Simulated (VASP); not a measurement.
# CO2 (P4_2/mnm) in VASP: relaxation of cell and atoms with r2SCAN

Aim: the relaxation of cell and atoms of CO2 with r2SCAN.

Everything below comes from runs of VASP 6.6.1. Logs are shortened: lines on timing, memory, paths and dates and some standing lists are left out, and cuts for length are marked.

## (1) The cell of the first run

It takes space group P4_2/mnm (No. 136, tetragonal). The conventional cell has a = 4.227 Å, b = 4.227 Å, c = 4.688 Å, α = 90.00°, β = 90.00°, γ = 90.00°. O (site symmetry m2m) has 1 C at 1.17 Å within 1.6 Å. C (site symmetry mmm) has 2 O at 1.17 Å within 1.6 Å.

## (2) Relaxation of cell and atoms, r2SCAN

The input, POSCAR:

```
CO2
1.0
    4.2272127900      0.0000000000      0.0000000000
    0.0000000000      4.2272127900      0.0000000000
    0.0000000000      0.0000000000      4.6877715900
O C
4 2
Direct
    0.8048268600      0.8048268600      0.0000000000
    0.1951731400      0.1951731400      0.0000000000
    0.6951731400      0.3048268600      0.5000000000
    0.3048268600      0.6951731400      0.5000000000
    0.0000000000      0.0000000000      0.0000000000
    0.5000000000      0.5000000000      0.5000000000
```

The input, INCAR.step1:

```
PREC = Accurate
ENCUT = 600
ISMEAR = -1
SIGMA = 0.05
LREAL = False
LASPH = True
NELM = 100
GGA = PE
ALGO = Normal
EDIFF = 1E-4
LWAVE = True
LCHARG = False
```

The input, INCAR.step2:

```
PREC = Accurate
ENCUT = 600
EDIFF = 1E-6
ISMEAR = -1
SIGMA = 0.05
LREAL = False
LASPH = True
NELM = 100
ALGO = Normal
ISIF = 3
LWAVE = False
LCHARG = False
METAGGA = R2SCAN
LMIXTAU = True
IBRION = 2
NSW = 60
EDIFFG = -0.01
ISTART = 1
```

The input, KPOINTS:

```
regular mesh
0
Gamma
  6 6 6
```

Potentials or basis: VASP PAW PBE potentials, release 64 (O, C).

On the command line:

```bash
$ cat potpaw_PBE.64/O/POTCAR potpaw_PBE.64/C/POTCAR > POTCAR
$ cp INCAR.step1 INCAR
$ mpirun -np 1 vasp_std > vasp.out
$ cp INCAR.step2 INCAR
$ mpirun -np 1 vasp_std > vasp.out
```

OUTCAR:

```text
PREC = Accurate
   ENCUT = 600
   EDIFF = 1E-6
   ISMEAR = -1
   LREAL = False
   LASPH = True
   NELM = 100
   ISIF = 3
   METAGGA = R2SCAN
   IBRION = 2
   NSW = 60
   EDIFFG = -0.01
   ISTART = 1

 ion  position               nearest neighbor table
   1  0.805  0.805  0.000-   5 1.17
   2  0.195  0.195  0.000-   5 1.17
   3  0.695  0.305  0.500-   6 1.17
   4  0.305  0.695  0.500-   6 1.17
   5  0.000  0.000  0.000-   1 1.17   2 1.17
   6  0.500  0.500  0.500-   3 1.17   4 1.17

  LATTYP: Found a simple tetragonal cell.
 ALAT       =     4.2272127900
 C/A-ratio  =     1.1089509383

  Lattice vectors:

 A1 = (   4.2272127900,   0.0000000000,   0.0000000000)
 A2 = (   0.0000000000,   4.2272127900,   0.0000000000)
 A3 = (   0.0000000000,   0.0000000000,   4.6877715900)

Analysis of symmetry for initial positions (statically):
=====================================================================
 Subroutine PRICEL returns:
 Original cell was already a primitive cell.

 Routine SETGRP: Setting up the symmetry group for a
 simple tetragonal supercell.

 Subroutine GETGRP returns: Found 16 space group operations
 (whereof  8 operations were pure point group operations)
 out of a pool of 16 trial point group operations.

The static configuration has the point symmetry D_2h.
 The point group associated with its full space group is D_4h.

Analysis of symmetry for dynamics (positions and initial velocities):
=====================================================================
 Subroutine PRICEL returns:
 Original cell was already a primitive cell.

 Routine SETGRP: Setting up the symmetry group for a
 simple tetragonal supercell.

 Subroutine GETGRP returns: Found 16 space group operations
 (whereof  8 operations were pure point group operations)
 out of a pool of 16 trial point group operations.

The dynamic configuration has the point symmetry D_2h.
 The point group associated with its full space group is D_4h.

 Subroutine INISYM returns: Found 16 space group operations
 (whereof  8 operations are pure point group operations),
 and found     1 'primitive' translations

----------------------------------------------------------------------------------------

                                     Primitive cell

  volume of cell :      83.7673

  direct lattice vectors                    reciprocal lattice vectors
     4.227212790  0.000000000  0.000000000     0.236562494  0.000000000  0.000000000
     0.000000000  4.227212790  0.000000000     0.000000000  0.236562494  0.000000000
     0.000000000  0.000000000  4.687771590     0.000000000  0.000000000  0.213320974

  length of vectors
     4.227212790  4.227212790  4.687771590     0.236562494  0.236562494  0.213320974

  position of ions in fractional coordinates (direct lattice)
     0.804826860  0.804826860  0.000000000
     0.195173140  0.195173140  0.000000000
     0.695173140  0.304826860  0.500000000
     0.304826860  0.695173140  0.500000000
     0.000000000  0.000000000  0.000000000
     0.500000000  0.500000000  0.500000000

  ion indices of the primitive-cell ions
   primitive index   ion index
                 1           1
                 2           2
                 3           3
                 4           4
                 5           5
                 6           6

----------------------------------------------------------------------------------------

 KPOINTS: regular mesh

Automatic generation of k-mesh.
 Grid dimensions read from file:
 generate k-points for:    6    6    6

 Generating k-lattice:

  Cartesian coordinates                     Fractional coordinates (reciprocal lattice)
     0.039427082  0.000000000  0.000000000     0.166666667  0.000000000  0.000000000
     0.000000000  0.039427082  0.000000000     0.000000000  0.166666667  0.000000000
     0.000000000  0.000000000  0.035553496     0.000000000  0.000000000  0.166666667

  Length of vectors
     0.039427082  0.039427082  0.035553496

  Shift w.r.t. Gamma in fractional coordinates (k-lattice)
     0.000000000  0.000000000  0.000000000

 Subroutine IBZKPT returns following result:
 ===========================================

 Found     40 irreducible k-points:

 Following reciprocal coordinates:
            Coordinates               Weight
  0.000000  0.000000  0.000000      1.000000
  0.166667  0.000000  0.000000      4.000000
  0.333333  0.000000  0.000000      4.000000
  0.500000  0.000000  0.000000      2.000000
  0.166667  0.166667  0.000000      4.000000
  0.333333  0.166667  0.000000      8.000000
[... 16 lines left out ...]
  0.333333  0.000000  0.333333      8.000000
  0.500000  0.000000  0.333333      4.000000
 [... further k-points ...]
   k-points           NKPTS =     40   k-points in BZ     NKDIM =     40   number of bands    NBANDS=     20
   number of dos      NEDOS =    301   number of ions     NIONS =      6
   total plane-waves  NPLWV =  51840
   dimension x,y,z NGX =    36 NGY =   36 NGZ =   40
   dimension x,y,z NGXF=    72 NGYF=   72 NGZF=   80
   ions per type =               4   2
   NGX,Y,Z   is equivalent  to a cutoff of  14.16, 14.16, 14.19 a.u.
   NGXF,Y,Z  is equivalent  to a cutoff of  28.32, 28.32, 28.37 a.u.
 SYSTEM =  unknown system
   PREC   = accura    normal or accurate (medium, high low for compatibility)
   ISTART =      1    job   : 0-new  1-cont  2-samecut
   ICHARG =      0    charge: 1-file 2-atom 10-const
   ISPIN  =      1    spin polarized calculation?
   LNONCOLLINEAR =      F non collinear calculations
   LSORBIT =      F    spin-orbit coupling
   LASPH  =      T    aspherical Exc in radial PAW
   ENCUT  =  600.0 eV  44.10 Ry    6.64 a.u.   8.44  8.44  9.36*2*pi/ulx,y,z
   NELM   =    100;   NELMIN=  2; NELMDL=  0     # of ELM steps
   EDIFF  = 0.1E-05   stopping-criterion for ELM
   LREAL  =      F    real-space projection
   EDIFFG = -.1E-01   stopping-criterion for IOM
   NSW    =     60    number of steps for IOM
   IBRION =      2    ionic relax: 0-MD 1-quasi-New 2-CG
   NFREE  =      1    steps in history (QN), initial steepest desc. (CG)
   ISIF   =      3    stress and relaxation
   ISYM   =      2    0-nonsym 1-usesym 2-fastsym
   POTIM  = 0.5000    time-step for ionic-motion
   TEBEG  =    0.0;   TEEND  =   0.0 temperature during run
   PSTRESS=    0.0 pullay stress
   NELECT =      32.0000    total number of electrons
   NUPDOWN=      -1.0000    fix difference up-down
   EMIN   =  10.00;   EMAX   =-10.00  energy-range for DOS
   EFERMI =   0.00;   METHOD = LEGACY
   ISMEAR =    -1;   SIGMA  =   0.05  broadening in eV -4-tet -1-fermi 0-gaus
   EFERMI_NEDOS =   21; number of points for ismear=-14 and -15
   IALGO  =     38    algorithm
   IMIX   =      4    mixing-type and parameters
     AMIX     =   0.40;   BMIX     =  1.00
     AMIX_MAG =   1.60;   BMIX_MAG =  1.00
  volume/ion in A,a.u.               =      13.96        94.21
  Fermi-wavevector in a.u.,A,eV,Ry     =   1.187864  2.244737 19.198094  1.411020
  Thomas-Fermi vector in A             =   2.324006
   LORBIT       =      0    0 simple, 1 ext, 2 COOP (PROOUT), +10 PAW based schemes
   METAGGA = R2SCAN    functional components
   LHFCALC =     F    Hartree Fock is set to
   AEXX    =    0.0000 exact exchange contribution
   IVDW    =     0    specifies the selected vdW correction
   LEPSILON=     F    determine dielectric tensor
   LRPA    =     F    only Hartree local field effects (RPA)
 conjugate gradient relaxation of ions
 non-spin polarized calculation
  energy-cutoff  :      600.00
  volume of cell :       83.77
 maximum number of plane-waves:      2815
 NGX is ok and might be reduce to    36
   NGX = 17   NGY = 17   NGZ = 19

--------------------------------------- Ionic step        1  -------------------------------------------

 number of electron      32.0000024 magnetization

 Free energy of the ion-electron system (eV)
  ---------------------------------------------------
  ext. energy  EPLUGINS =         0.00000000
  ---------------------------------------------------
  free energy    TOTEN  =       -51.50075887 eV

  energy without entropy =      -51.50075887  energy(sigma->0) =      -51.50075887

------------------------ aborting loop because EDIFF is reached ----------------------------------------

  FORCE on cell =-STRESS in cart. coord.  units (eV):
  Direction    XX          YY          ZZ          XY          YZ          ZX
  --------------------------------------------------------------------------------------
  -------------------------------------------------------------------------------------
  Total        0.0110548      0.0110548     -0.0697936     -0.0000000      0.0000000      0.0000000
  in kB        0.2114395      0.2114395     -1.3349082     -0.0000000      0.0000000      0.0000000
  external PRESSURE =      -0.3040097 kB  Pullay stress =       0.0000000 kB
[... 185 lines left out ...]
  energy  without entropy=      -51.5008532401  energy(sigma->0) =      -51.50085324

--------------------------------------- Ionic step        6  -------------------------------------------

 number of electron      32.0000021 magnetization

 Free energy of the ion-electron system (eV)
  ---------------------------------------------------
  ext. energy  EPLUGINS =         0.00000000
  ---------------------------------------------------
  free energy    TOTEN  =       -51.50094569 eV

  energy without entropy =      -51.50094569  energy(sigma->0) =      -51.50094569

 E-fermi :  -2.4480     XC(G=0):  -8.6072

 val. band max:       -3.5650195643   @ k =   0.5000   0.5000   0.5000
 cond. band min:       3.6024231038   @ k =   0.0000   0.0000   0.0000
 fundamental gap:      7.1674426681
 Fermi energy:        -2.4480204564

 k-point     1 :       0.0000    0.0000    0.0000
  band No.  band energies     occupation
      1     -25.5928      2.00000
      2     -25.2901      2.00000
      3     -24.2853      2.00000
      4     -24.2853      2.00000
      5      -9.5112      2.00000
      6      -9.1231      2.00000
[... 12 lines left out ...]
     19       4.9968      0.00000
[... 513 lines left out ...]
      4     -24.3254      2.00000
      5      -9.2014      2.00000
      6      -9.2014      2.00000
[... 12 lines left out ...]
     19       5.5296      0.00000
     20       5.5296      0.00000

 [... further k-points ...]

------------------------ aborting loop because EDIFF is reached ----------------------------------------

  FORCE on cell =-STRESS in cart. coord.  units (eV):
  Direction    XX          YY          ZZ          XY          YZ          ZX
  --------------------------------------------------------------------------------------
  -------------------------------------------------------------------------------------
  Total       -0.0147547     -0.0147547     -0.0413519     -0.0000000      0.0000000      0.0000000
  in kB       -0.2834494     -0.2834494     -0.7944002     -0.0000000      0.0000000      0.0000000
  external PRESSURE =      -0.4537663 kB  Pullay stress =       0.0000000 kB
[... 21 lines left out ...]
  FREE ENERGIE OF THE ION-ELECTRON SYSTEM (eV)
  ---------------------------------------------------
  free  energy   TOTEN  =       -51.5009456942 eV

  energy  without entropy=      -51.5009456942  energy(sigma->0) =      -51.50094569

 reached required accuracy - stopping structural energy minimisation
```

It took 8.5 min on 1 thread of Intel Xeon 6975P-C, shared host; peak memory 0.27 GiB.

Results:

| Item | Value |
| --- | --- |
| Free energy | -51.5009 eV |
| Relaxed volume | 13.90 Å³/atom |
| Relaxed cell | a = 4.225 Å, b = 4.225 Å, c = 4.672 Å, α = 90.00°, β = 90.00°, γ = 90.00° |
| Space group after relaxing (to 0.05 Å) | P4_2/mnm (No. 136) |
| Energy gained by relaxing | 0.0 meV/atom |
| Ionic steps | 6 |
| Pressure after relaxing | 0.0 GPa |
| Largest force after relaxing | 0.007 eV/Å |
| Band gap on the k mesh | 7.17 eV, indirect (least direct gap 7.65 eV) |

Forces in eV/Å, atoms in the order of the input:
```
O    0.005  0.005  0.000
O   -0.005 -0.005  0.000
O   -0.005  0.005  0.000
O    0.005 -0.005  0.000
C    0.000  0.000  0.000
C    0.000  0.000  0.000
```

Step by step:
```
step  energy change (eV)  largest force (eV/Å)  pressure (GPa)  volume (Å³)
   1              0.0000                0.0118           -0.03        83.77
   2              0.0000                0.0619           -0.24        83.74
   3              0.0000                0.0131           -0.10        83.76
   4              0.0000                0.0111           -0.11        83.72
   5             -0.0001                0.0106           -0.08        83.61
   6             -0.0002                0.0069           -0.05        83.40
```

Final structure:
```cif
data_structure
_symmetry_space_group_name_H-M 'P 1'
_symmetry_Int_Tables_number 1
_cell_length_a 4.2251
_cell_length_b 4.2251
_cell_length_c 4.6719
_cell_angle_alpha 90.000
_cell_angle_beta 90.000
_cell_angle_gamma 90.000
_cell_volume 83.40
loop_
_atom_site_label
_atom_site_type_symbol
_atom_site_fract_x
_atom_site_fract_y
_atom_site_fract_z
_atom_site_occupancy
O1 O 0.80471 0.80471 0.00000 1
O2 O 0.19529 0.19529 0.00000 1
O3 O 0.69529 0.30471 0.50000 1
O4 O 0.30471 0.69529 0.50000 1
C1 C 0.00000 0.00000 0.00000 1
C2 C 0.50000 0.50000 0.50000 1
```

Caveat: the PAW data sets were made with another functional, which shifts forces and pressure a little. r2SCAN opens gaps a little over a GGA but as a rule still falls short of measured ones.
